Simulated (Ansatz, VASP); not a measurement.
**SrO: VASP beside Ansatz**

```
Sr O
1.0
     0.00000    2.56980    2.56980
     2.56980    0.00000    2.56980
     2.56980    2.56980    0.00000
Sr O
1 1
Direct
  0.02919 0.97081 0.91244
  0.50000 0.50000 0.50000
```

Alike in both runs: task single point; functional r2SCAN; k mesh 8 × 8 × 8; occupations gaussian, width 0.05 eV; no spin polarisation.

|  | VASP | Ansatz |
| --- | --- | --- |
| version | VASP 6.6.1 | Ansatz 0.2.0 |
| potentials or method | VASP PAW PBE potentials, release 64 (Sr_sv, O), cutoff 520 eV | scalar-relativistic, plane waves, PAW |
| valence electrons in the cell | 16 | 16 |

```csv
,VASP,Ansatz,Ansatz less VASP
gap on the k mesh at the Fermi level (eV),4.03,4.06,+0.038
least direct gap on the mesh (eV),4.06,4.10,+0.038
pressure (GPa),5.2,4.5,-0.72
"traceless stress, the component that is largest in VASP (GPa)",6.63,6.26,-0.367
rms of the force components (eV/Å),0.737,0.696,-0.0412
```

VASP's potentials were made for PBE, not for r2SCAN. Atom by atom the forces differ by 0.041 eV/Å (rms over components). The functional is the same, so the differences come from potentials, cutoffs and numerics.
